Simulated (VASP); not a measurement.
The system is CoO.

```
CELL_PARAMETERS angstrom
2.85630 0.00000 0.00000
-1.42815 2.47363 0.00000
0.00000 0.00000 2.78761
ATOMIC_POSITIONS crystal
Co 0.00000 0.00000 0.00000
O 0.66667 0.33333 0.50000
```

```yaml
Program: VASP 6.6.1
Task: relaxation of cell and atoms
Functional: PBE
Dispersion: D3(BJ)
Potentials_or_basis: VASP PAW PBE potentials, release 64 (Co, O)
Cutoff: 600 eV
k_mesh: 11 × 11 × 10
Occupations: fermi-dirac, width 0.05 eV
Spin: collinear spin, ferromagnetic start
Starting_moments: "[2.0, 0.0] μB"
```

At the start: pressure -6.5 GPa; volume 9.85 Å³/atom.

Question: How do energy, volume and symmetry change on relaxing?

Answer: Over 8 steps the energy falls by 26.2 meV/atom and the volume is 9.19 Å³/atom (-6.6 %); space group P-6m2 (No. 187, to 0.1 Å) before and after; moment 3.00 μB per cell.

Step by step:
```csv
step,energy change (eV),largest force (eV/Å),pressure (GPa),volume (Å³)
1,0.0000,0.0000,-6.45,19.70
2,-0.0512,0.0000,-1.84,18.59
3,-0.0518,0.0000,-1.02,18.51
4,-0.0518,0.0000,0.75,18.35
5,-0.0521,0.0000,-0.09,18.43
6,-0.0520,0.0000,-0.37,18.45
7,-0.0522,0.0000,-0.17,18.42
8,-0.0523,0.0000,0.04,18.39
```

Final structure:
```yaml
crystal:
  lattice:
    - [2.80005, 0.00000, 0.00000]
    - [-1.40003, 2.42492, 0.00000]
    - [0.00000, 0.00000, 2.70839]
  atoms:
    - { symbol: Co, position: [0.00000, 0.00000, 0.00000] }
    - { symbol: O, position: [0.66667, 0.33333, 0.50000] }
```

Caveat: a cell with one magnetic atom can't hold antiferromagnetic order, which such compounds often take.
